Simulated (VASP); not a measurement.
B, 2 atoms in the cell. It takes space group Fd-3m (No. 227, cubic). The conventional cell has a = 4.195 Å, b = 4.195 Å, c = 4.195 Å, α = 90.00°, β = 90.00°, γ = 90.00°. Within 2.4 Å of B (site symmetry -43m) lie 4 B at 1.82 Å.  This cell differs from its parent crystal: volume scaled by 1.08.

| Item | Value |
| --- | --- |
| Program | VASP 6.6.1 |
| Task | single point |
| Functional | BLYP |
| Potentials or basis | VASP PAW PBE potentials, release 64 (B) |
| Cutoff | 520 eV |
| k mesh | 15 × 15 × 15 |
| Occupations | fermi-dirac, width 0.1 eV |
| Spin | no spin polarisation |
| Dipole correction | no |
| Further INCAR settings | ALGO = Normal; EDIFF = 1e-07; NBANDS = 10 |

Potentials or basis: VASP PAW PBE potentials, release 64 (B).

Command:

```sh
$ cat potpaw_PBE.64/B/POTCAR > POTCAR
$ mpirun -np 1 vasp_std > vasp.out
```

Hardware: 1 thread of Intel(R) Xeon(R) Platinum 8259CL CPU @ 2.50GHz (Skylake/Cascade Lake), on a shared host.

Question: Estimate the wall time of this run.

Answer: Wall time 22 s on 1 thread of Intel(R) Xeon(R) Platinum 8259CL CPU @ 2.50GHz (Skylake/Cascade Lake), on a shared host, peak memory 0.13 GiB. Counts: scf iterations 12, k points 120.
